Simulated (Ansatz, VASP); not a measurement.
**One calculation of H2CS2O, two programs**

```
S C O H
1.0
     8.77638    0.00000    0.00000
     0.00000    8.77638    0.00000
     0.00000    0.00000    8.77638
S C O H
8 4 4 8
Direct
  0.31139 0.79239 0.09767
  0.45817 0.59781 0.83767
  0.77508 0.18855 0.52413
  0.77273 0.03971 0.20070
  0.41461 0.35286 0.31510
  0.34710 0.20994 0.99544
  0.97816 0.68352 0.71491
  0.13664 0.37197 0.64736
  0.38412 0.69605 0.96742
  0.77450 0.11236 0.36312
  0.38045 0.28276 0.15390
  0.05606 0.52718 0.67912
  0.68432 0.65166 0.30515
  0.20871 0.99166 0.39940
  0.64821 0.94212 0.81473
  0.37343 0.08321 0.67938
  0.68134 0.71560 0.21459
  0.60714 0.57425 0.28409
  0.22215 0.09026 0.34948
  0.09903 0.98027 0.40768
  0.72439 0.96174 0.73682
  0.63065 0.83266 0.80968
  0.46308 0.02607 0.71269
  0.33088 0.02797 0.59299
```

Alike in both runs: functional PBE; dispersion D3(BJ); k mesh 1 × 1 × 1; occupations fermi-dirac, width 0.05 eV; no spin polarisation.

Ansatz relaxed the structure, and its values are those at the end. VASP's run is a single point on that final structure, the one shown.

|  | VASP | Ansatz |
| --- | --- | --- |
| version | VASP 6.6.1 | Ansatz 0.2.0 |
| potentials or method | VASP PAW PBE potentials, release 64 (S, C, O, H), cutoff 520 eV | scalar-relativistic, plane waves, PAW |
| valence electrons in the cell | 96 | 96 |

```csv
,VASP,Ansatz,Ansatz less VASP
rms of the force components (eV/Å),0.118,0.061,-0.0569
```
